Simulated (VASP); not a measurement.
PbS, 2 atoms in the cell. It takes space group Fm-3m (No. 225, cubic). Conventional cell: a = 5.831 Å, b = 5.831 Å, c = 5.831 Å, α = 90.00°, β = 90.00°, γ = 90.00°. Pb (site symmetry m-3m) has 6 S at 2.92 Å within 3.8 Å. Within 3.8 Å of S (site symmetry m-3m) lie 6 Pb at 2.92 Å. 

| Property | Result |
| --- | --- |
| Program | VASP 6.6.1 |
| Task | relaxation of cell and atoms |
| Functional | r2SCAN |
| Potentials or basis | VASP PAW PBE potentials, release 64 (Pb_d, S) |
| Cutoff | 690 eV |
| k mesh | 8 × 8 × 8 |
| Occupations | gaussian, width 0.03 eV |
| Spin | no spin polarisation |
| Tolerance level | tight |
| Purpose | cell |
| Passes | 3 |
| Further INCAR settings | ALGO = Normal; EDIFF = 1e-07 |

Potentials or basis: VASP PAW PBE potentials, release 64 (Pb_d, S).

Command:

```console
$ cat potpaw_PBE.64/Pb_d/POTCAR potpaw_PBE.64/S/POTCAR > POTCAR
$ cp INCAR.step1 INCAR
$ cp POSCAR.step1 POSCAR
$ mpirun -np 2 vasp_std > vasp.out
$ cp CONTCAR POSCAR
$ mpirun -np 2 vasp_std > vasp.out
$ cp CONTCAR POSCAR
$ mpirun -np 2 vasp_std > vasp.out
$ cp CONTCAR POSCAR
$ cp INCAR.step4 INCAR
$ mpirun -np 2 vasp_std > vasp.out
```

Hardware: 2 MPI ranks on Intel(R) Xeon(R) 6975P-C (Granite Rapids), with other jobs on the host.

**Question.** How long does it take, and how much memory?

**Answer.** Run time: 3.4 min on 2 MPI ranks on Intel(R) Xeon(R) 6975P-C (Granite Rapids) (shared host), peak memory 0.23 GiB a rank. Counts: k points 29, ion steps 5.
